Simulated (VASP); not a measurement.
# CuO (Pm-3m) in VASP: settings compared, part 2 of 3

VASP 6.6.1.

### Step 3. Relaxation of cell and atoms, PBE+U

File INCAR:

```
PREC     = Accurate       # precision mode
ENCUT    = 600            # plane-wave cutoff, eV
EDIFF    = 1E-7           # SCF threshold, eV
ISMEAR   = -1             # smearing method
SIGMA    = 0.05           # smearing width, eV
LREAL    = F              # projectors in reciprocal space
LASPH    = T              # aspherical terms in the spheres
NELM     = 150            # most SCF steps
ALGO     = Normal         # electronic algorithm
ISIF     = 3              # what is computed and relaxed
LWAVE    = F              # write WAVECAR
LCHARG   = F              # write CHGCAR
LMAXMIX  = 4              # l up to which the mixer works
LDAU     = T              # DFT+U
LDAUTYPE = 2            
LDAUL    = 2 -1           # shell
LDAUU    = 8 0            # U, eV
LDAUJ    = 0 0          
LDAUPRINT= 1            
GGA      = PE             # functional
IBRION   = 2              # ionic algorithm
NSW      = 60             # ionic steps
EDIFFG   = -0.01          # ionic threshold
```

File KPOINTS:

```
Automatic mesh
0
Gamma
  10 10 10
```

File POSCAR:

```
CuO
1.0
    2.5525506100      0.0000000000      0.0000000000
    0.0000000000      2.5525506100      0.0000000000
    0.0000000000      0.0000000000      2.5525506100
Cu O
1 1
Direct
    0.0000000000      0.0000000000      0.0000000000
    0.5000000000      0.5000000000      0.5000000000
```

Potentials or basis: VASP PAW PBE potentials, release 64 (Cu, O).

Run with:

```bash
$ cat potpaw_PBE.64/Cu/POTCAR potpaw_PBE.64/O/POTCAR > POTCAR
$ mpirun -np 1 vasp_std > vasp.out
```

OUTCAR:

```text
PREC = Accurate
   ENCUT = 600
   EDIFF = 1E-7
   ISMEAR = -1
   LREAL = F
   LASPH = T
   NELM = 150
   ISIF = 3
   GGA = PE
   IBRION = 2
   NSW = 60
   EDIFFG = -0.01

 ion  position               nearest neighbor table
   1  0.000  0.000  0.000-   2 2.21   2 2.21   2 2.21   2 2.21   2 2.21   2 2.21   2 2.21   2 2.21

   2  0.500  0.500  0.500-   1 2.21   1 2.21   1 2.21   1 2.21   1 2.21   1 2.21   1 2.21   1 2.21

  LATTYP: Found a simple cubic cell.
 ALAT       =     2.5525506100

  Lattice vectors:

 A1 = (   2.5525506100,   0.0000000000,   0.0000000000)
 A2 = (   0.0000000000,   2.5525506100,   0.0000000000)
 A3 = (   0.0000000000,   0.0000000000,   2.5525506100)

Analysis of symmetry for initial positions (statically):
=====================================================================
 Subroutine PRICEL returns:
 Original cell was already a primitive cell.

 Routine SETGRP: Setting up the symmetry group for a
 simple cubic supercell.

 Subroutine GETGRP returns: Found 48 space group operations
 (whereof 48 operations were pure point group operations)
 out of a pool of 48 trial point group operations.

The static configuration has the point symmetry O_h .

Analysis of symmetry for dynamics (positions and initial velocities):
=====================================================================
 Subroutine PRICEL returns:
 Original cell was already a primitive cell.

 Routine SETGRP: Setting up the symmetry group for a
 simple cubic supercell.

 Subroutine GETGRP returns: Found 48 space group operations
 (whereof 48 operations were pure point group operations)
 out of a pool of 48 trial point group operations.

The dynamic configuration has the point symmetry O_h .

 Subroutine INISYM returns: Found 48 space group operations
 (whereof 48 operations are pure point group operations),
 and found     1 'primitive' translations

----------------------------------------------------------------------------------------

                                     Primitive cell

  volume of cell :      16.6312

  direct lattice vectors                    reciprocal lattice vectors
     2.552550610  0.000000000  0.000000000     0.391765004  0.000000000  0.000000000
     0.000000000  2.552550610  0.000000000     0.000000000  0.391765004  0.000000000
     0.000000000  0.000000000  2.552550610     0.000000000  0.000000000  0.391765004

  length of vectors
     2.552550610  2.552550610  2.552550610     0.391765004  0.391765004  0.391765004

  position of ions in fractional coordinates (direct lattice)
     0.000000000  0.000000000  0.000000000
     0.500000000  0.500000000  0.500000000

  ion indices of the primitive-cell ions
   primitive index   ion index
                 1           1
                 2           2

----------------------------------------------------------------------------------------

 KPOINTS: Automatic mesh

Automatic generation of k-mesh.
[... 113 lines left out ...]
  ---------------------------------------------------
  ext. energy  EPLUGINS =         0.00000000
  ---------------------------------------------------
  free energy    TOTEN  =        -6.07583286 eV

  energy without entropy =       -6.04373797  energy(sigma->0) =       -6.05978541

------------------------ aborting loop because EDIFF is reached ----------------------------------------

  FORCE on cell =-STRESS in cart. coord.  units (eV):
  Direction    XX          YY          ZZ          XY          YZ          ZX
  --------------------------------------------------------------------------------------
  -------------------------------------------------------------------------------------
  Total        1.2872073      1.2872073      1.2872073      0.0000000      0.0000000      0.0000000
  in kB      124.0040871    124.0040871    124.0040871      0.0000000      0.0000000      0.0000000
  external PRESSURE =     124.0040871 kB  Pullay stress =       0.0000000 kB
[... 53 lines left out ...]
  FREE ENERGIE OF THE ION-ELECTRON SYSTEM (eV)
  ---------------------------------------------------
  free  energy   TOTEN  =        -6.1154688960 eV

  energy  without entropy=       -6.0803891095  energy(sigma->0) =       -6.09792900

atom =   1  type =  1  l = 2

 onsite density matrix

spin component  1

  0.9354  0.0000  0.0000  0.0000  0.0000
  0.0000  0.9354 -0.0000  0.0000 -0.0000
  0.0000 -0.0000  0.9660  0.0000  0.0000
  0.0000  0.0000  0.0000  0.9354  0.0000
  0.0000 -0.0000  0.0000  0.0000  0.9660

spin component  2

  0.9354  0.0000  0.0000  0.0000  0.0000
  0.0000  0.9354 -0.0000  0.0000 -0.0000
  0.0000 -0.0000  0.9660  0.0000  0.0000
  0.0000  0.0000  0.0000  0.9354  0.0000
  0.0000 -0.0000  0.0000  0.0000  0.9660

 occupancies and eigenvectors

  o =  0.9354  v =  0.0000 -0.8790  0.0000 -0.4767  0.0000  0.0000  0.0000  0.0000  0.0000  0.0000      0.0000  0.0000  0.0000  0.0000  0.0000  0.0000  0.0000  0.0000  0.0000  0.0000
  o =  0.9354  v =  0.0000  0.0000  0.0000  0.0000  0.0000  0.0000 -0.8790  0.0000 -0.4767  0.0000      0.0000  0.0000  0.0000  0.0000  0.0000  0.0000  0.0000  0.0000  0.0000  0.0000
  o =  0.9354  v =  0.0000  0.0000  0.0000  0.0000  0.0000  1.0000  0.0000  0.0000  0.0000  0.0000      0.0000  0.0000  0.0000  0.0000  0.0000  0.0000  0.0000  0.0000  0.0000  0.0000
  o =  0.9354  v =  1.0000  0.0000  0.0000  0.0000  0.0000  0.0000  0.0000  0.0000  0.0000  0.0000      0.0000  0.0000  0.0000  0.0000  0.0000  0.0000  0.0000  0.0000  0.0000  0.0000
  o =  0.9354  v =  0.0000 -0.4767 -0.0000  0.8790 -0.0000  0.0000  0.0000  0.0000  0.0000  0.0000      0.0000  0.0000  0.0000  0.0000  0.0000  0.0000  0.0000  0.0000  0.0000  0.0000
  o =  0.9354  v =  0.0000  0.0000  0.0000  0.0000  0.0000  0.0000 -0.4767 -0.0000  0.8790 -0.0000      0.0000  0.0000  0.0000  0.0000  0.0000  0.0000  0.0000  0.0000  0.0000  0.0000
  o =  0.9660  v =  0.0000  0.0000  0.0000  0.0000  0.0000  0.0000  0.0000  0.9989  0.0000  0.0469      0.0000  0.0000  0.0000  0.0000  0.0000  0.0000  0.0000  0.0000  0.0000  0.0000
  o =  0.9660  v =  0.0000  0.0000  0.9989  0.0000  0.0469  0.0000  0.0000  0.0000  0.0000  0.0000      0.0000  0.0000  0.0000  0.0000  0.0000  0.0000  0.0000  0.0000  0.0000  0.0000
  o =  0.9660  v =  0.0000 -0.0000 -0.0469  0.0000  0.9989  0.0000  0.0000  0.0000  0.0000  0.0000      0.0000  0.0000  0.0000  0.0000  0.0000  0.0000  0.0000  0.0000  0.0000  0.0000
  o =  0.9660  v =  0.0000  0.0000  0.0000  0.0000  0.0000  0.0000 -0.0000 -0.0469  0.0000  0.9989      0.0000  0.0000  0.0000  0.0000  0.0000  0.0000  0.0000  0.0000  0.0000  0.0000

--------------------------------------- Ionic step        3  -------------------------------------------

 number of electron      17.0000019 magnetization

 Free energy of the ion-electron system (eV)
  ---------------------------------------------------
  ext. energy  EPLUGINS =         0.00000000
  ---------------------------------------------------
  free energy    TOTEN  =        -6.11932660 eV

  energy without entropy =       -6.08495440  energy(sigma->0) =       -6.10214050

 E-fermi :   5.4953     XC(G=0): -12.8354

 val. band max:        5.4837242731   @ k =   0.4000   0.4000   0.3000
 cond. band min:       5.5049112504   @ k =   0.5000   0.5000   0.3000
 fundamental gap:      0.0211869773
 Fermi energy:         5.4953085574

 k-point     1 :       0.0000    0.0000    0.0000
  band No.  band energies     occupation
      1     -13.3232      2.00000
      2       1.1435      2.00000
      3       1.1435      2.00000
      4       3.0686      2.00000
      5       3.0686      2.00000
      6       3.0686      2.00000
      7       4.1899      2.00000
      8       4.1899      2.00000
      9       4.1899      2.00000
     10       7.6309      0.00000
     11      21.2976      0.00000
     12      21.2976      0.00000
[... 331 lines left out ...]
 k-point    24 :       0.3000    0.1000    0.1000
  band No.  band energies     occupation
      1     -12.4456      2.00000
      2      -0.2124      2.00000
      3       1.2893      2.00000
      4       1.9002      2.00000
      5       1.9953      2.00000
      6       2.9078      2.00000
      7       3.2800      2.00000
      8       4.7611      2.00000
      9       5.4132      1.67592
     10      11.5251      0.00000
     11      17.8784      0.00000
     12      21.4547      0.00000

 [... further k-points ...]

------------------------ aborting loop because EDIFF is reached ----------------------------------------

  FORCE on cell =-STRESS in cart. coord.  units (eV):
  Direction    XX          YY          ZZ          XY          YZ          ZX
  --------------------------------------------------------------------------------------
  -------------------------------------------------------------------------------------
  Total        0.0116482      0.0116482      0.0116482     -0.0000000     -0.0000000      0.0000000
  in kB        1.0467077      1.0467077      1.0467077     -0.0000000     -0.0000000      0.0000000
  external PRESSURE =       1.0467077 kB  Pullay stress =       0.0000000 kB
[... 17 lines left out ...]
  FREE ENERGIE OF THE ION-ELECTRON SYSTEM (eV)
  ---------------------------------------------------
  free  energy   TOTEN  =        -6.1193266015 eV

  energy  without entropy=       -6.0849543971  energy(sigma->0) =       -6.10214050

 reached required accuracy - stopping structural energy minimisation
```

Run time: 17 s. Hardware: 1 thread of Intel Xeon Platinum 8559C (Emerald Rapids), shared host; peak memory 0.13 GiB.

Results:

```yaml
Free_energy: -6.1193 eV
Relaxed_volume: 8.91 Å³/atom
Relaxed_cell: a = 2.612 Å, b = 2.612 Å, c = 2.612 Å, α = 90.00°, β = 90.00°, γ = 90.00°
Space_group_after_relaxing_to_0.1_Å: Pm-3m (No. 221)
Energy_gained_by_relaxing: 21.7 meV/atom
Ionic_steps: 3
Pressure_after_relaxing: 0.1 GPa
Band_gap_on_the_k_mesh: zero (an odd number of electrons rules out a gap without spin polarisation)
```

The path:
```csv
step,energy change (eV),largest force (eV/Å),pressure (GPa),volume (Å³)
1,0.0000,0.0000,12.40,16.63
2,-0.0396,0.0000,-3.17,18.23
3,-0.0435,0.0000,0.10,17.83
```

Final structure:
```xyz
2
Lattice="2.6125 0.0000 0.0000 0.0000 2.6125 0.0000 0.0000 0.0000 2.6125" Properties=species:S:1:pos:R:3 pbc="T T T"
Cu    0.0000    0.0000    0.0000
O     1.3062    1.3062    1.3062
```

Levels at points of the mesh, in eV from the Fermi level:
| k point | band 7 | band 8 | band 9 | band 10 | band 11 | band 12 |
| --- | --- | --- | --- | --- | --- | --- |
| (0.00, 0.00, 0.00) | -1.31 | -1.31 | -1.31 | 2.14 | 15.80 | 15.80 |
| (0.50, 0.00, 0.00) | -1.97 | 0.49 | 0.49 | 7.84 | 9.08 | 18.69 |
| (0.50, 0.50, 0.00) | -2.88 | -2.22 | -0.41 | 6.40 | 12.70 | 12.70 |
| (0.50, 0.50, 0.50) | 0.11 | 0.11 | 0.11 | 8.50 | 8.50 | 8.50 |

Eigenvalues of the final occupation matrices:
| site | spin | trace | eigenvalues |
| --- | --- | --- | --- |
| site 1 d | 1 | 4.74 | 0.94 0.94 0.94 0.97 0.97 |
| site 1 d | 2 | 4.74 | 0.94 0.94 0.94 0.97 0.97 |

Caveat: an odd number of electrons without spin polarisation forces a metal; a magnetic or distorted state may lie lower; U without spin polarisation on a metal has little footing.

### Step 4. Single point, PBE

This run uses another cell than the first one, of 7.82 Å³/atom.

File INCAR:

```
SYSTEM = CuO
PREC = Accurate
ENCUT = 600
EDIFF = 1E-6
ISMEAR = -1
SIGMA = 0.05
LREAL = .FALSE.
LASPH = .TRUE.
NELM = 120
ALGO = Normal
ISIF = 2
LWAVE = .FALSE.
LCHARG = .FALSE.
GGA = PE
NBANDS = 16
GGA_COMPAT = .FALSE.
```

File KPOINTS:

```
regular mesh
0
G
  10 10 10
  0 0 0
```

File POSCAR:

```
CuO
1.0
    2.5004431193      0.0000000000      0.0000000000
    0.0000000000      2.5004431193      0.0000000000
    0.0000000000      0.0000000000      2.5004431193
Cu O
1 1
Direct
    0.0000000000      0.0000000000      0.0000000000
    0.5000000000      0.5000000000      0.5000000000
```

Run with:

```bash
$ cat potpaw_PBE.64/Cu/POTCAR potpaw_PBE.64/O/POTCAR > POTCAR
$ mpirun -np 1 vasp_std > vasp.out
```

Wall time 6.3 s (1 thread of Intel Xeon 6975P-C (Granite Rapids), shared host); peak memory 0.13 GiB.

Results (log left out):

```yaml
Free_energy: -8.3294 eV
Pressure: 39.9 GPa
Band_gap_on_the_k_mesh: zero (an odd number of electrons rules out a gap without spin polarisation)
```

Levels at points of the mesh, in eV from the Fermi level:
```tsv
k point	band 6	band 7	band 8	band 9	band 10	band 11	band 12	band 13
(0.00, 0.00, 0.00)	-2.32	-1.87	-1.87	-1.87	1.69	16.48	16.48	21.92
(0.50, 0.00, 0.00)	-1.79	-1.30	0.50	0.50	7.34	9.28	17.89	19.01
(0.50, 0.50, 0.00)	-2.46	-2.37	-1.32	-1.18	5.85	12.64	12.64	18.55
(0.50, 0.50, 0.50)	-1.28	0.42	0.42	0.42	7.15	7.15	7.15	15.35
```

Caveat: the cell stands under pressure; an odd number of electrons without spin polarisation forces a metal; a magnetic or distorted state may lie lower; semilocal functionals often make such compounds metallic where correlation or magnetic order opens a gap, which also shifts bond lengths. With open d or f shells a metallic result of PBE can be an artefact of self-interaction; +U or a hybrid may open a gap.

(Continued in part 3 of 3.)

The gap in the log of VASP goes by the Fermi energy; the results here count the filled bands.